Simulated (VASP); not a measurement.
# ScAs6 (Cmmm) in VASP: a series of runs

The runs below take ScAs6 through relaxation of cell and atoms, single point, with PBE.

Program: VASP 6.6.1. These are calculated values, not measurements. Logs are shortened: lines on timing, memory, paths and dates and some standing lists are left out, and cuts for length are marked.

## (1) The cell of the first run

It takes space group Cmmm (No. 65, orthorhombic). The conventional cell has a = 5.117 Å, b = 10.914 Å, c = 3.637 Å, α = 90.00°, β = 90.00°, γ = 90.00°. Sc (site symmetry mmm) has 12 As at 2.63 to 3.01 Å and 2 Sc at 3.64 Å within 3.7 Å. Within 3.1 Å of As (site symmetry m) lie 6 As at 2.17 to 3.08 Å and 2 Sc at 2.63 Å. As (site symmetry 2/m) has 6 As at 2.38 to 2.56 Å and 2 Sc at 3.01 Å within 3.1 Å.

The cell was generated, and may not be a known phase.

## (2) Relaxation of cell and atoms, PBE

INCAR

```
SYSTEM = ScAs6
PREC = Accurate
ENCUT = 600
EDIFF = 1E-6
ISMEAR = 0
SIGMA = 0.1
LREAL = .False.
LASPH = .True.
NELM = 100
ALGO = Normal
ISIF = 3
LWAVE = .False.
LCHARG = .False.
GGA = PE
IBRION = 2
NSW = 90
EDIFFG = -0.04
```

KPOINTS

```
regular mesh
0
Gamma
  4 4 6
  0 0 0
```

POSCAR

```
ScAs6
1.0
    2.5585529300     -5.4568626800      0.0000000000
    2.5585529300      5.4568626800      0.0000000000
    0.0000000000      0.0000000000      3.6365348500
Sc As
1 6
Direct
    0.5000000000      0.5000000000      0.0000000000
    0.1019200500      0.3216338200      0.5000000000
    0.8980799500      0.6783661800      0.5000000000
    0.3216338200      0.1019200500      0.5000000000
    0.6783661800      0.8980799500      0.5000000000
    0.0000000000      0.5000000000      0.0000000000
    0.5000000000      0.0000000000      0.0000000000
```

Potentials or basis: VASP PAW PBE potentials, release 64 (Sc_sv, As).

Run with:

```sh
cat potpaw_PBE.64/Sc_sv/POTCAR potpaw_PBE.64/As/POTCAR > POTCAR
mpirun -np 1 vasp_std > vasp.out
```

OUTCAR:

```text
SYSTEM = ScAs6
   PREC = Accurate
   ENCUT = 600
   EDIFF = 1E-6
   ISMEAR = 0
   LREAL = .False.
   LASPH = .True.
   NELM = 100
   ISIF = 3
   GGA = PE
   IBRION = 2
   NSW = 90
   EDIFFG = -0.04

 ion  position               nearest neighbor table
   1  0.500  0.500  0.000-   2 2.63   3 2.63   4 2.63   5 2.63   2 2.63   3 2.63   4 2.63   5 2.63
                             6 3.01   7 3.01   7 3.01   6 3.01
   2  0.102  0.322  0.500-   5 2.17   6 2.38   6 2.38   4 2.40   1 2.63   1 2.63
   3  0.898  0.678  0.500-   4 2.17   6 2.38   6 2.38   5 2.40   1 2.63   1 2.63
   4  0.322  0.102  0.500-   3 2.17   7 2.38   7 2.38   2 2.40   1 2.63   1 2.63
   5  0.678  0.898  0.500-   2 2.17   7 2.38   7 2.38   3 2.40   1 2.63   1 2.63
   6  0.000  0.500  0.000-   2 2.38   3 2.38   2 2.38   3 2.38   7 2.56   7 2.56   1 3.01   1 3.01

   7  0.500  0.000  0.000-   4 2.38   5 2.38   4 2.38   5 2.38   6 2.56   6 2.56   1 3.01   1 3.01

  LATTYP: Found a base centered orthorhombic cell.
 ALAT       =     5.1171058600
 B/A-ratio  =     2.1327925704
 C/A-ratio  =     0.7106624232

  Lattice vectors:

 A1 = (   2.5585529300,  -5.4568626800,   0.0000000000)
 A2 = (   2.5585529300,   5.4568626800,   0.0000000000)
 A3 = (   0.0000000000,   0.0000000000,   3.6365348500)

Analysis of symmetry for initial positions (statically):
=====================================================================
 Subroutine PRICEL returns:
 Original cell was already a primitive cell.

 Routine SETGRP: Setting up the symmetry group for a
 base centered orthorhombic supercell.

 Subroutine GETGRP returns: Found  8 space group operations
 (whereof  8 operations were pure point group operations)
 out of a pool of  8 trial point group operations.

The static configuration has the point symmetry D_2h.

Analysis of symmetry for dynamics (positions and initial velocities):
=====================================================================
 Subroutine PRICEL returns:
 Original cell was already a primitive cell.

 Routine SETGRP: Setting up the symmetry group for a
 base centered orthorhombic supercell.

 Subroutine GETGRP returns: Found  8 space group operations
 (whereof  8 operations were pure point group operations)
 out of a pool of  8 trial point group operations.

The dynamic configuration has the point symmetry D_2h.

 Subroutine INISYM returns: Found  8 space group operations
 (whereof  8 operations are pure point group operations),
 and found     1 'primitive' translations

----------------------------------------------------------------------------------------

                                     Primitive cell

  volume of cell :     101.5442

  direct lattice vectors                    reciprocal lattice vectors
     2.558552930 -5.456862680  0.000000000     0.195422965 -0.091627741  0.000000000
     2.558552930  5.456862680  0.000000000     0.195422965  0.091627741  0.000000000
     0.000000000  0.000000000  3.636534850     0.000000000  0.000000000  0.274987053

  length of vectors
     6.026901642  6.026901642  3.636534850     0.215837388  0.215837388  0.274987053

  position of ions in fractional coordinates (direct lattice)
     0.500000000  0.500000000  0.000000000
     0.101920050  0.321633820  0.500000000
     0.898079950  0.678366180  0.500000000
     0.321633820  0.101920050  0.500000000
     0.678366180  0.898079950  0.500000000
     1.000000000  0.500000000  0.000000000
     0.500000000  1.000000000  0.000000000

  ion indices of the primitive-cell ions
   primitive index   ion index
                 1           1
                 2           2
                 3           3
                 4           4
                 5           5
                 6           6
                 7           7

----------------------------------------------------------------------------------------

 KPOINTS: regular mesh

Automatic generation of k-mesh.
 Grid dimensions read from file:
 generate k-points for:    4    4    6

 Generating k-lattice:

  Cartesian coordinates                     Fractional coordinates (reciprocal lattice)
     0.048855741 -0.022906935  0.000000000     0.250000000 -0.000000000  0.000000000
     0.048855741  0.022906935  0.000000000    -0.000000000  0.250000000  0.000000000
     0.000000000  0.000000000  0.045831175     0.000000000  0.000000000  0.166666667

  Length of vectors
     0.053959347  0.053959347  0.045831175

  Shift w.r.t. Gamma in fractional coordinates (k-lattice)
     0.000000000  0.000000000  0.000000000

 Subroutine IBZKPT returns following result:
 ===========================================

 Found     28 irreducible k-points:

 Following reciprocal coordinates:
            Coordinates               Weight
  0.000000  0.000000  0.000000      1.000000
  0.250000  0.000000  0.000000      4.000000
  0.500000  0.000000  0.000000      2.000000
  0.250000  0.250000  0.000000      2.000000
  0.500000  0.250000  0.000000      4.000000
 -0.250000  0.250000  0.000000      2.000000
[... 16 lines left out ...]
  0.250000  0.000000  0.500000      4.000000
  0.500000  0.000000  0.500000      2.000000
 [... further k-points ...]
   k-points           NKPTS =     28   k-points in BZ     NKDIM =     28   number of bands    NBANDS=     24
   number of dos      NEDOS =    301   number of ions     NIONS =      7
   total plane-waves  NPLWV =  69120
   dimension x,y,z NGX =    48 NGY =   48 NGZ =   30
   dimension x,y,z NGXF=    96 NGYF=   96 NGZF=   60
   ions per type =               1   6
   NGX,Y,Z   is equivalent  to a cutoff of  13.24, 13.24, 13.71 a.u.
   NGXF,Y,Z  is equivalent  to a cutoff of  26.48, 26.48, 27.43 a.u.
 SYSTEM =  ScAs6
   PREC   = accura    normal or accurate (medium, high low for compatibility)
   ISTART =      0    job   : 0-new  1-cont  2-samecut
   ICHARG =      2    charge: 1-file 2-atom 10-const
   ISPIN  =      1    spin polarized calculation?
   LNONCOLLINEAR =      F non collinear calculations
   LSORBIT =      F    spin-orbit coupling
   LASPH  =      T    aspherical Exc in radial PAW
   ENCUT  =  600.0 eV  44.10 Ry    6.64 a.u.  12.04 12.04  7.26*2*pi/ulx,y,z
   NELM   =    100;   NELMIN=  2; NELMDL= -5     # of ELM steps
   EDIFF  = 0.1E-05   stopping-criterion for ELM
   LREAL  =      F    real-space projection
   EDIFFG = -.4E-01   stopping-criterion for IOM
   NSW    =     90    number of steps for IOM
   IBRION =      2    ionic relax: 0-MD 1-quasi-New 2-CG
   NFREE  =      1    steps in history (QN), initial steepest desc. (CG)
   ISIF   =      3    stress and relaxation
   ISYM   =      2    0-nonsym 1-usesym 2-fastsym
   POTIM  = 0.5000    time-step for ionic-motion
   TEBEG  =    0.0;   TEEND  =   0.0 temperature during run
   PSTRESS=    0.0 pullay stress
   NELECT =      41.0000    total number of electrons
   NUPDOWN=      -1.0000    fix difference up-down
   EMIN   =  10.00;   EMAX   =-10.00  energy-range for DOS
   EFERMI =   0.00;   METHOD = LEGACY
   ISMEAR =     0;   SIGMA  =   0.10  broadening in eV -4-tet -1-fermi 0-gaus
   EFERMI_NEDOS =   21; number of points for ismear=-14 and -15
   IALGO  =     38    algorithm
   IMIX   =      4    mixing-type and parameters
     AMIX     =   0.40;   BMIX     =  1.00
     AMIX_MAG =   1.60;   BMIX_MAG =  1.00
  volume/ion in A,a.u.               =      14.51        97.89
  Fermi-wavevector in a.u.,A,eV,Ry     =   1.209997  2.286563 19.920200  1.464093
  Thomas-Fermi vector in A             =   2.345558
   LORBIT       =      0    0 simple, 1 ext, 2 COOP (PROOUT), +10 PAW based schemes
   GGA     = PE    functional components
   LHFCALC =     F    Hartree Fock is set to
   AEXX    =    0.0000 exact exchange contribution
   IVDW    =     0    specifies the selected vdW correction
   LEPSILON=     F    determine dielectric tensor
   LRPA    =     F    only Hartree local field effects (RPA)
 conjugate gradient relaxation of ions
 non-spin polarized calculation
 Gauss-broadening in eV      SIGMA  =   0.10
  energy-cutoff  :      600.00
  volume of cell :      101.54
 maximum number of plane-waves:      3426
   NGX = 25   NGY = 25   NGZ = 15

--------------------------------------- Ionic step        1  -------------------------------------------

 number of electron      41.0000001 magnetization

 Free energy of the ion-electron system (eV)
  ---------------------------------------------------
  ext. energy  EPLUGINS =         0.00000000
  ---------------------------------------------------
  free energy    TOTEN  =       -27.45411631 eV

  energy without entropy =      -27.43812872  energy(sigma->0) =      -27.44612252

 E-fermi :  10.0512     XC(G=0): -11.8507

 val. band max:       10.0196752178   @ k =   0.0000   0.0000   0.0000
 cond. band min:      10.0561284792   @ k =   0.2500   0.0000   0.5000
 fundamental gap:      0.0364532614
 Fermi energy:        10.0512021205

 k-point     1 :       0.0000    0.0000    0.0000
  band No.  band energies     occupation
      1     -39.2403      2.00000
      2     -18.1152      2.00000
      3     -18.0498      2.00000
      4     -17.9843      2.00000
      5      -8.3832      2.00000
      6      -4.0870      2.00000
[... 1412 lines left out ...]
  FREE ENERGIE OF THE ION-ELECTRON SYSTEM (eV)
  ---------------------------------------------------
  free  energy   TOTEN  =       -34.9568691529 eV

  energy  without entropy=      -34.9391938424  energy(sigma->0) =      -34.94803150

[... ionic steps 4 to 18 ...]

--------------------------------------- Ionic step       19  -------------------------------------------

 number of electron      40.9999993 magnetization

------------------------ aborting loop because EDIFF is reached ----------------------------------------

  FORCE on cell =-STRESS in cart. coord.  units (eV):
  Direction    XX          YY          ZZ          XY          YZ          ZX
  --------------------------------------------------------------------------------------
  -------------------------------------------------------------------------------------
  Total        0.1427145      0.2636806      0.0468075      0.0000000      0.0000000      0.0000000
  in kB        1.5476482      2.8594491      0.5075978      0.0000000      0.0000000      0.0000000
  external PRESSURE =       1.6382317 kB  Pullay stress =       0.0000000 kB
[... 67 lines left out ...]
  energy  without entropy=      -35.4427737010  energy(sigma->0) =      -35.44907189

--------------------------------------- Ionic step       21  -------------------------------------------

 number of electron      40.9999994 magnetization

 Free energy of the ion-electron system (eV)
  ---------------------------------------------------
  ext. energy  EPLUGINS =         0.00000000
  ---------------------------------------------------
  free energy    TOTEN  =       -35.45582728 eV

  energy without entropy =      -35.44307003  energy(sigma->0) =      -35.44944865

 E-fermi :   5.2202     XC(G=0): -10.1261

 val. band max:        5.1831329337   @ k =   0.5000   0.2500   0.1667
 cond. band min:       5.2230005232   @ k =   0.5000   0.0000   0.1667
 fundamental gap:      0.0398675895
 Fermi energy:         5.2201998869

 k-point     1 :       0.0000    0.0000    0.0000
  band No.  band energies     occupation
      1     -44.7975      2.00000
      2     -23.4551      2.00000
      3     -23.4197      2.00000
      4     -23.4014      2.00000
      5      -9.0656      2.00000
      6      -6.9043      2.00000
[... 673 lines left out ...]
  FREE ENERGIE OF THE ION-ELECTRON SYSTEM (eV)
  ---------------------------------------------------
  free  energy   TOTEN  =       -35.4558272762 eV

  energy  without entropy=      -35.4430700336  energy(sigma->0) =      -35.44944865

 reached required accuracy - stopping structural energy minimisation
```

It took 44 min on 1 thread of Oxide Virtual Turin-like, shared host; peak memory 0.29 GiB.

Results:

```
Free energy                           : -35.4558 eV
Relaxed volume                        : 21.17 Å³/atom
Relaxed cell                          : a = 7.646 Å, b = 7.646 Å, c = 3.707 Å, α = 90.00°, β = 90.00°, γ = 136.88°
Space group after relaxing (to 0.1 Å) : Cmmm (No. 65)
Energy gained by relaxing             : 1143.1 meV/atom
Ionic steps                           : 21
Pressure after relaxing               : -0.1 GPa
Largest force after relaxing          : 0.009 eV/Å
Band gap on the k mesh                : zero (an odd number of electrons rules out a gap without spin polarisation)
```

Forces in eV/Å, atoms in the order of the input:
```
Sc   0.000  0.000  0.000
As  -0.009 -0.003  0.000
As   0.009  0.003  0.000
As  -0.009  0.003  0.000
As   0.009 -0.003  0.000
As   0.000  0.000  0.000
As   0.000  0.000  0.000
```

Stress tensor (GPa, compression positive):
```
-0.05  0.00  0.00
 0.00 -0.07  0.00
 0.00  0.00 -0.14
```

Step by step:
```tsv
step	energy change (eV)	largest force (eV/Å)	pressure (GPa)	volume (Å³)
1	0.0000	3.0968	66.01	101.54
2	-4.0550	0.3602	-12.11	217.04
3	-7.5028	0.4452	-0.87	152.12
4	-7.5069	0.4457	-0.33	150.98
5	-7.5072	0.4458	0.21	149.86
6	-7.6347	0.2052	-0.10	150.16
7	-7.6511	0.5349	-0.07	150.54
8	-7.7281	0.2152	-0.31	150.46
9	-7.8109	0.2802	-0.27	149.67
10	-7.8424	0.4264	-0.15	149.03
11	-7.8352	0.6723	0.19	147.49
12	-7.8568	0.5352	-0.06	148.50
13	-7.9320	0.4205	-0.12	147.97
14	-7.9469	0.3162	-0.04	147.63
15	-7.9863	0.2120	0.34	147.21
16	-7.9868	0.2306	0.41	147.16
17	-7.9987	0.0829	-0.32	148.71
18	-7.9987	0.0882	-0.28	148.62
19	-8.0012	0.0436	0.16	147.74
20	-8.0013	0.0451	0.14	147.79
21	-8.0017	0.0095	-0.09	148.16
```

Final structure:
```xyz
7
Lattice="2.8101 -7.1113 0.0000 2.8101 7.1113 0.0000 0.0000 0.0000 3.7071" Properties=species:S:1:pos:R:3 pbc="T T T"
Sc    2.8101    0.0000    0.0000
As    1.2551    1.5828    1.8536
As    4.3650   -1.5828    1.8536
As    1.2551   -1.5828    1.8536
As    4.3650    1.5828    1.8536
As    1.4050    3.5556    0.0000
As    4.2151    3.5556    0.0000
```

Caveat: the volume moved by over 15 % at a fixed basis, so the end points are rough; an odd number of electrons without spin polarisation forces a metal; a magnetic or distorted state may lie lower.

## (3) Single point, PBE

This run uses another cell than the first one, of 21.06 Å³/atom.

INCAR

```
PREC = Accurate
ENCUT = 520
EDIFF = 1E-7
ISMEAR = 0
SIGMA = 0.1
LREAL = False
LASPH = True
NELM = 60
ALGO = Normal
ISIF = 2
LWAVE = False
LCHARG = False
GGA = PE
NBANDS = 30
```

KPOINTS

```
Automatic mesh
0
Gamma
  8 8 10
```

POSCAR

```
ScAs6
1.0
    2.8031211347     -7.1988748234      0.0000000000
    2.8031211347      7.1988748234      0.0000000000
    0.0000000000      0.0000000000      3.6530368730
Sc As
1 6
Direct
    0.5000000000      0.5000000000      0.0000000000
    0.1112179418      0.3346458536      0.5000000000
    0.8887820582      0.6653541464      0.5000000000
    0.3346458536      0.1112179418      0.5000000000
    0.6653541464      0.8887820582      0.5000000000
    0.0000000000      0.5000000000      0.0000000000
    0.5000000000      0.0000000000      0.0000000000
```

Potentials or basis: VASP PAW PBE potentials, release 64 (Sc_sv, As).

Run with:

```sh
cat potpaw_PBE.64/Sc_sv/POTCAR potpaw_PBE.64/As/POTCAR > POTCAR
mpirun -np 1 vasp_std > vasp.out
```

It took 26 min on 1 thread of Oxide Virtual Turin-like, shared host; peak memory 0.59 GiB.

Results (log left out):

* Free energy: -35.4759 eV
* Pressure: 0.2 GPa
* Largest force: 0.017 eV/Å
* Band gap on the k mesh: zero (an odd number of electrons rules out a gap without spin polarisation)

Forces in eV/Å, atoms in the order of the input:
```
Sc   0.000  0.000  0.000
As   0.017 -0.001  0.000
As  -0.017  0.001  0.000
As   0.017  0.001  0.000
As  -0.017 -0.001  0.000
As   0.000  0.000  0.000
As   0.000  0.000  0.000
```

Stress tensor (GPa, compression positive):
```
0.23 0.00 0.00
0.00 0.18 0.00
0.00 0.00 0.13
```

Levels at points of the mesh, in eV from the Fermi level:
| k point | band 17 | band 18 | band 19 | band 20 | band 21 | band 22 | band 23 | band 24 |
| --- | --- | --- | --- | --- | --- | --- | --- | --- |
| (0.00, 0.00, 0.00) | -2.25 | -1.18 | -0.52 | -0.07 | 0.23 | 1.03 | 1.68 | 1.84 |
| (0.50, 0.00, 0.00) | -1.30 | -1.02 | -0.72 | -0.44 | 0.18 | 0.27 | 0.29 | 1.00 |
| (0.50, 0.50, 0.00) | -0.97 | -0.86 | -0.13 | 0.20 | 0.33 | 0.84 | 1.31 | 1.35 |
| (0.00, 0.00, 0.50) | -3.62 | -2.04 | -1.61 | -1.10 | -0.74 | 0.80 | 1.54 | 2.11 |
| (0.50, 0.00, 0.50) | -2.08 | -1.12 | -1.04 | -0.77 | -0.33 | -0.27 | 0.65 | 0.68 |
| (0.50, 0.50, 0.50) | -3.67 | -3.20 | -2.45 | -0.78 | -0.40 | 1.42 | 1.69 | 1.92 |

Caveat: an odd number of electrons without spin polarisation forces a metal; a magnetic or distorted state may lie lower.

The gap in the log of VASP goes by the Fermi energy; the results here count the filled bands.